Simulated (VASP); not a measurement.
A run of VASP 6.6.1:

INCAR

```
SYSTEM = W
PREC = Accurate ; ENCUT = 520
EDIFF = 1E-7 ; ISMEAR = 0
SIGMA = 0.1 ; LREAL = .False.
LASPH = .True. ; NELM = 80
ALGO = Fast ; ISIF = 2
LWAVE = .False. ; LCHARG = .False.
GGA = PE ; NBANDS = 81
ISYM = 0
```

File KPOINTS:

```
Automatic mesh
0
Gamma
  4 4 4
  0 0 0
```

File POSCAR:

```
W
1.0
    5.2776703629     -0.1393584480     -0.2336007461
   -0.1409870247      5.2777909854     -0.2304309953
   -0.2102712331     -0.2141017976      6.2480575717
W
10
Direct
    0.0489717099      0.6672287105      0.2827950552
    0.5689649868      0.5121761491      0.1472959151
    0.6475392814      0.2658144272      0.7393963611
    0.3486208136      0.9660616684      0.0110559999
    0.2161488068      0.4999673364      0.7827817405
    0.2947315662      0.2535974989      0.3748800267
    0.0611098698      0.0199926096      0.6472563410
    0.8025773234      0.7457896879      0.8749208614
    0.8147254272      0.0985438141      0.2393849851
    0.5150685091      0.7997142724      0.5111179858
```

Potentials or basis: VASP PAW PBE potentials, release 64 (W_sv).

The run is started by

```sh
$ cat potpaw_PBE.64/W_sv/POTCAR > POTCAR
$ mpirun -np 1 vasp_std > vasp.out
```

Hardware: 1 thread of Oxide Virtual Turin-like Processor, on a shared host.

Task: How long does it take, and how much memory?

Result: Run time: 15 min on 1 thread of Oxide Virtual Turin-like Processor, with other jobs on the host, peak memory 0.44 GiB. Counts: scf iterations 19, k points 36.
